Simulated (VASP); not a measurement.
Input of a VASP 6.6.1 run:

Contents of INCAR:

```
PREC     = Accurate       # precision mode
ENCUT    = 520            # plane-wave cutoff, eV
EDIFF    = 1E-8           # SCF threshold, eV
ISMEAR   = -1             # smearing method
SIGMA    = 0.01           # smearing width, eV
LREAL    = F              # projectors in reciprocal space
LASPH    = T              # aspherical terms in the spheres
NELM     = 80             # most SCF steps
ALGO     = Normal         # electronic algorithm
ISIF     = 2              # what is computed and relaxed
LWAVE    = F              # write WAVECAR
LCHARG   = F              # write CHGCAR
GGA      = PS             # functional
LEFG     = T            
NBANDS   = 16             # bands
```

KPOINTS

```
regular mesh
0
Gamma
  9 9 9
```

The input POSCAR:

```
ZnS
1.0
    0.0000000000      2.7046500000      2.6776035000
    2.7046500000      0.0000000000      2.6776035000
    2.7046500000      2.7046500000      0.0000000000
Zn S
1 1
Direct
    0.0000000000      0.0000000000      0.0000000000
    0.7500000000      0.7500000000      0.7500000000
```

Potentials or basis: VASP PAW PBE potentials, release 64 (Zn, S).

Launch:

```console
$ cat potpaw_PBE.64/Zn/POTCAR potpaw_PBE.64/S/POTCAR > POTCAR
$ mpirun -np 1 vasp_std > vasp.out
```

Q: Predict the pressure.

A: -1.3 GPa.

Q: Estimate the band gap on the k mesh.

A: 1.99 eV.

Stress tensor (GPa, compression positive):
```
-1.42  0.00  0.00
 0.00 -1.42  0.00
 0.00  0.00 -1.00
```

Caveat: the cell differs from its parent crystal (zz strain of -1 %); without QUAD_EFG the Cq values of the log hold for a quadrupole moment of 1 mb, not for the nuclei; the PAW data sets were made with another functional, which shifts forces and pressure a little.
